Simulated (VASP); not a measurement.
# PbO2 (P4_2/mnm) in VASP: relaxation of shape and atoms at fixed volume with PBE

Aim: the relaxation of shape and atoms at fixed volume of PbO2 with PBE.

Program: VASP 6.6.1. These are calculated values, not measurements. Logs are shortened: lines on timing, memory, paths and dates and some standing lists are left out, and cuts for length are marked.

## Step 1: The cell of the first run

It takes space group P4_2/mnm (No. 136, tetragonal). Conventional cell: a = 5.132 Å, b = 5.132 Å, c = 3.477 Å, α = 90.00°, β = 90.00°, γ = 90.00°. Within 2.9 Å of Pb (site symmetry mmm) lie 6 O at 2.23 to 2.24 Å. O (site symmetry m2m) has 3 Pb at 2.23 to 2.24 Å and 1 O at 2.79 Å within 2.9 Å.

## Step 2: Relaxation of shape and atoms at fixed volume, PBE (15.26 Å³/atom)

The input, INCAR:

```
  ALGO = Normal
  EDIFF = 1E-7
  EDIFFG = -0.01
  ENCUT = 600
  GGA = PE
  IBRION = 2
  ISIF = 4
  ISMEAR = 0
  LASPH = True
  LCHARG = False
  LREAL = False
  LWAVE = False
  NELM = 100
  NSW = 50
  PREC = Accurate
  SIGMA = 0.1
```

The input, KPOINTS:

```
k-points
0
Gamma
  8 8 10
```

The input, POSCAR:

```
PbO2
1.0
    5.1323355732      0.0000000000      0.0000000000
    0.0000000000      5.1323355732      0.0000000000
    0.0000000000      0.0000000000      3.4768960764
Pb O
2 4
Direct
    0.0000000000      0.0000000000      0.0000000000
    0.5000000000      0.5000000000      0.5000000000
    0.3079753838      0.3079753838      0.0000000000
    0.1920246162      0.8079753838      0.5000000000
    0.6920246162      0.6920246162      0.0000000000
    0.8079753838      0.1920246162      0.5000000000
```

Potentials or basis: VASP PAW PBE potentials, release 64 (Pb_d, O).

Launch:

```bash
$ cat potpaw_PBE.64/Pb_d/POTCAR potpaw_PBE.64/O/POTCAR > POTCAR
$ mpirun -np 1 vasp_std > vasp.out
```

OUTCAR:

```text
EDIFF = 1E-7
   EDIFFG = -0.01
   ENCUT = 600
   GGA = PE
   IBRION = 2
   ISIF = 4
   ISMEAR = 0
   LASPH = True
   LREAL = False
   NELM = 100
   NSW = 50
   PREC = Accurate

 ion  position               nearest neighbor table
   1  0.000  0.000  0.000-   4 2.23   6 2.23   4 2.23   6 2.23   5 2.24   3 2.24   2 4.02   2 4.02
                             2 4.02   2 4.02   2 4.02   2 4.02   2 4.02   2 4.02
   2  0.500  0.500  0.500-   3 2.23   5 2.23   3 2.23   5 2.23   4 2.24   6 2.24   1 4.02   1 4.02
                             1 4.02   1 4.02   1 4.02   1 4.02   1 4.02   1 4.02
   3  0.308  0.308  0.000-   2 2.23   2 2.23   1 2.24
   4  0.192  0.808  0.500-   1 2.23   1 2.23   2 2.24
   5  0.692  0.692  0.000-   2 2.23   2 2.23   1 2.24
   6  0.808  0.192  0.500-   1 2.23   1 2.23   2 2.24

  LATTYP: Found a simple tetragonal cell.
 ALAT       =     5.1323355732
 C/A-ratio  =     0.6774490925

  Lattice vectors:

 A1 = (   5.1323355732,   0.0000000000,   0.0000000000)
 A2 = (   0.0000000000,   5.1323355732,   0.0000000000)
 A3 = (   0.0000000000,   0.0000000000,   3.4768960764)

Analysis of symmetry for initial positions (statically):
=====================================================================
 Subroutine PRICEL returns:
 Original cell was already a primitive cell.

 Routine SETGRP: Setting up the symmetry group for a
 simple tetragonal supercell.

 Subroutine GETGRP returns: Found 16 space group operations
 (whereof  8 operations were pure point group operations)
 out of a pool of 16 trial point group operations.

The static configuration has the point symmetry D_2h.
 The point group associated with its full space group is D_4h.

Analysis of symmetry for dynamics (positions and initial velocities):
=====================================================================
 Subroutine PRICEL returns:
 Original cell was already a primitive cell.

 Routine SETGRP: Setting up the symmetry group for a
 simple tetragonal supercell.

 Subroutine GETGRP returns: Found 16 space group operations
 (whereof  8 operations were pure point group operations)
 out of a pool of 16 trial point group operations.

The dynamic configuration has the point symmetry D_2h.
 The point group associated with its full space group is D_4h.

 Subroutine INISYM returns: Found 16 space group operations
 (whereof  8 operations are pure point group operations),
 and found     1 'primitive' translations

----------------------------------------------------------------------------------------

                                     Primitive cell

  volume of cell :      91.5845

  direct lattice vectors                    reciprocal lattice vectors
     5.132335573  0.000000000  0.000000000     0.194843066  0.000000000  0.000000000
     0.000000000  5.132335573  0.000000000     0.000000000  0.194843066  0.000000000
     0.000000000  0.000000000  3.476896076     0.000000000  0.000000000  0.287612853

  length of vectors
     5.132335573  5.132335573  3.476896076     0.194843066  0.194843066  0.287612853

  position of ions in fractional coordinates (direct lattice)
     0.000000000  0.000000000  0.000000000
     0.500000000  0.500000000  0.500000000
     0.307975384  0.307975384  0.000000000
     0.192024616  0.807975384  0.500000000
     0.692024616  0.692024616  0.000000000
     0.807975384  0.192024616  0.500000000

  ion indices of the primitive-cell ions
   primitive index   ion index
                 1           1
                 2           2
                 3           3
                 4           4
                 5           5
                 6           6

----------------------------------------------------------------------------------------

 KPOINTS: k-points

Automatic generation of k-mesh.
 Grid dimensions read from file:
 generate k-points for:    8    8   10

 Generating k-lattice:

  Cartesian coordinates                     Fractional coordinates (reciprocal lattice)
     0.024355383  0.000000000  0.000000000     0.125000000  0.000000000  0.000000000
     0.000000000  0.024355383  0.000000000     0.000000000  0.125000000  0.000000000
     0.000000000  0.000000000  0.028761285     0.000000000  0.000000000  0.100000000

  Length of vectors
     0.024355383  0.024355383  0.028761285

  Shift w.r.t. Gamma in fractional coordinates (k-lattice)
     0.000000000  0.000000000  0.000000000

 Subroutine IBZKPT returns following result:
 ===========================================

 Found     90 irreducible k-points:

 Following reciprocal coordinates:
            Coordinates               Weight
  0.000000  0.000000  0.000000      1.000000
  0.125000  0.000000  0.000000      4.000000
  0.250000  0.000000  0.000000      4.000000
  0.375000  0.000000  0.000000      4.000000
  0.500000  0.000000  0.000000      2.000000
  0.125000  0.125000  0.000000      4.000000
[... 16 lines left out ...]
  0.375000  0.125000  0.100000     16.000000
  0.500000  0.125000  0.100000      8.000000
 [... further k-points ...]
   k-points           NKPTS =     90   k-points in BZ     NKDIM =     90   number of bands    NBANDS=     31
   number of dos      NEDOS =    301   number of ions     NIONS =      6
   total plane-waves  NPLWV =  49392
   dimension x,y,z NGX =    42 NGY =   42 NGZ =   28
   dimension x,y,z NGXF=    84 NGYF=   84 NGZF=   56
   ions per type =               2   4
   NGX,Y,Z   is equivalent  to a cutoff of  13.60, 13.60, 13.39 a.u.
   NGXF,Y,Z  is equivalent  to a cutoff of  27.21, 27.21, 26.78 a.u.
 SYSTEM =  unknown system
   PREC   = accura    normal or accurate (medium, high low for compatibility)
   ISTART =      0    job   : 0-new  1-cont  2-samecut
   ICHARG =      2    charge: 1-file 2-atom 10-const
   ISPIN  =      1    spin polarized calculation?
   LNONCOLLINEAR =      F non collinear calculations
   LSORBIT =      F    spin-orbit coupling
   LASPH  =      T    aspherical Exc in radial PAW
   ENCUT  =  600.0 eV  44.10 Ry    6.64 a.u.  10.25 10.25  6.94*2*pi/ulx,y,z
   NELM   =    100;   NELMIN=  2; NELMDL= -5     # of ELM steps
   EDIFF  = 0.1E-06   stopping-criterion for ELM
   LREAL  =      F    real-space projection
   EDIFFG = -.1E-01   stopping-criterion for IOM
   NSW    =     50    number of steps for IOM
   IBRION =      2    ionic relax: 0-MD 1-quasi-New 2-CG
   NFREE  =      1    steps in history (QN), initial steepest desc. (CG)
   ISIF   =      4    stress and relaxation
   ISYM   =      2    0-nonsym 1-usesym 2-fastsym
   POTIM  = 0.5000    time-step for ionic-motion
   TEBEG  =    0.0;   TEEND  =   0.0 temperature during run
   PSTRESS=    0.0 pullay stress
   NELECT =      52.0000    total number of electrons
   NUPDOWN=      -1.0000    fix difference up-down
   EMIN   =  10.00;   EMAX   =-10.00  energy-range for DOS
   EFERMI =   0.00;   METHOD = LEGACY
   ISMEAR =     0;   SIGMA  =   0.10  broadening in eV -4-tet -1-fermi 0-gaus
   EFERMI_NEDOS =   21; number of points for ismear=-14 and -15
   IALGO  =     38    algorithm
   IMIX   =      4    mixing-type and parameters
     AMIX     =   0.40;   BMIX     =  1.00
     AMIX_MAG =   1.60;   BMIX_MAG =  1.00
  volume/ion in A,a.u.               =      15.26       103.01
  Fermi-wavevector in a.u.,A,eV,Ry     =   1.355612  2.561735 25.003201  1.837683
  Thomas-Fermi vector in A             =   2.482685
   LORBIT       =      0    0 simple, 1 ext, 2 COOP (PROOUT), +10 PAW based schemes
   GGA     = PE    functional components
   LHFCALC =     F    Hartree Fock is set to
   AEXX    =    0.0000 exact exchange contribution
   IVDW    =     0    specifies the selected vdW correction
   LEPSILON=     F    determine dielectric tensor
   LRPA    =     F    only Hartree local field effects (RPA)
 conjugate gradient relaxation of ions
 non-spin polarized calculation
 Gauss-broadening in eV      SIGMA  =   0.10
  energy-cutoff  :      600.00
  volume of cell :       91.58
 maximum number of plane-waves:      3100
 NGX is ok and might be reduce to    42
   NGX = 21   NGY = 21   NGZ = 13

--------------------------------------- Ionic step        1  -------------------------------------------

 number of electron      51.9999973 magnetization

 Free energy of the ion-electron system (eV)
  ---------------------------------------------------
  ext. energy  EPLUGINS =         0.00000000
  ---------------------------------------------------
  free energy    TOTEN  =       -31.85538142 eV

  energy without entropy =      -31.85152415  energy(sigma->0) =      -31.85345279

------------------------ aborting loop because EDIFF is reached ----------------------------------------

  FORCE on cell =-STRESS in cart. coord.  units (eV):
  Direction    XX          YY          ZZ          XY          YZ          ZX
  --------------------------------------------------------------------------------------
  -------------------------------------------------------------------------------------
  Total       -1.6524802     -1.6524802     -2.1723891     -0.0000000      0.0000000      0.0000000
  in kB      -28.9084658    -28.9084658    -38.0037458     -0.0000000      0.0000000      0.0000000
  external PRESSURE =     -31.9402258 kB  Pullay stress =       0.0000000 kB
[... 185 lines left out ...]
  energy  without entropy=      -31.8540681678  energy(sigma->0) =      -31.85589457

--------------------------------------- Ionic step        6  -------------------------------------------

 number of electron      51.9999962 magnetization

 Free energy of the ion-electron system (eV)
  ---------------------------------------------------
  ext. energy  EPLUGINS =         0.00000000
  ---------------------------------------------------
  free energy    TOTEN  =       -31.85777098 eV

  energy without entropy =      -31.85412441  energy(sigma->0) =      -31.85594769

 E-fermi :   3.4401     XC(G=0): -10.2124

 val. band max:        3.4222817514   @ k =   0.1250   0.1250   0.0000
 cond. band min:       3.4679989233   @ k =   0.0000   0.0000   0.1000
 fundamental gap:      0.0457171720
 Fermi energy:         3.4401453426

 k-point     1 :       0.0000    0.0000    0.0000
  band No.  band energies     occupation
      1     -14.4033      2.00000
      2     -14.3949      2.00000
      3     -12.8926      2.00000
      4     -12.8926      2.00000
      5     -12.0497      2.00000
      6     -11.9339      2.00000
[... 805 lines left out ...]
     30       9.9999      0.00000
     31      12.2649      0.00000

 [... further k-points ...]
[... 5 lines left out ...]
  --------------------------------------------------------------------------------------
  -------------------------------------------------------------------------------------
  Total       -1.6259571     -1.6259571     -1.6342846     -0.0000000      0.0000000      0.0000000
  in kB      -28.4444707    -28.4444707    -28.5901531     -0.0000000      0.0000000      0.0000000
  external PRESSURE =     -28.4930315 kB  Pullay stress =       0.0000000 kB
[... 21 lines left out ...]
  FREE ENERGIE OF THE ION-ELECTRON SYSTEM (eV)
  ---------------------------------------------------
  free  energy   TOTEN  =       -31.8577709817 eV

  energy  without entropy=      -31.8541244057  energy(sigma->0) =      -31.85594769

 reached required accuracy - stopping structural energy minimisation
```

Wall time 17 min (1 thread of Intel Xeon 8259CL, shared host); peak memory 0.4 GiB.

Results:

```yaml
Free_energy: -31.8578 eV
Energy_gained_by_relaxing: 0.4 meV/atom
Ionic_steps: 6
Pressure_after_relaxing: -2.8 GPa
Largest_force_after_relaxing: 0.006 eV/Å
Band_gap_on_the_k_mesh: 0.02 eV (least direct gap 0.06 eV)
```

Forces in eV/Å, atoms in the order of the input:
```
Pb   0.000  0.000  0.000
Pb   0.000  0.000  0.000
O   -0.004 -0.004  0.000
O    0.004 -0.004  0.000
O    0.004  0.004  0.000
O   -0.004  0.004  0.000
```

Step by step:
```
step  energy change (eV)  largest force (eV/Å)  pressure (GPa)  volume (Å³)
   1              0.0000                0.0555           -3.19        91.58
   2             -0.0016                0.0243           -3.05        91.58
   3             -0.0023                0.0111           -2.88        91.58
   4             -0.0023                0.0146           -2.86        91.58
   5             -0.0023                0.0162           -2.86        91.58
   6             -0.0024                0.0059           -2.85        91.58
```

Final structure:
```cif
data_structure
_symmetry_space_group_name_H-M 'P 1'
_symmetry_Int_Tables_number 1
_cell_length_a 5.1500
_cell_length_b 5.1500
_cell_length_c 3.4530
_cell_angle_alpha 90.000
_cell_angle_beta 90.000
_cell_angle_gamma 90.000
_cell_volume 91.58
loop_
_atom_site_label
_atom_site_type_symbol
_atom_site_fract_x
_atom_site_fract_y
_atom_site_fract_z
_atom_site_occupancy
Pb1 Pb 0.00000 0.00000 0.00000 1
Pb2 Pb 0.50000 0.50000 0.50000 1
O1 O 0.30871 0.30871 0.00000 1
O2 O 0.19129 0.80871 0.50000 1
O3 O 0.69129 0.69129 0.00000 1
O4 O 0.80871 0.19129 0.50000 1
```

Caveat: the smearing spreads over this small gap; spin-orbit coupling is left out, which moves the levels of the heavy elements. A k mesh can miss the band edges.

The gap in the log of VASP goes by the Fermi energy; the results here count the filled bands.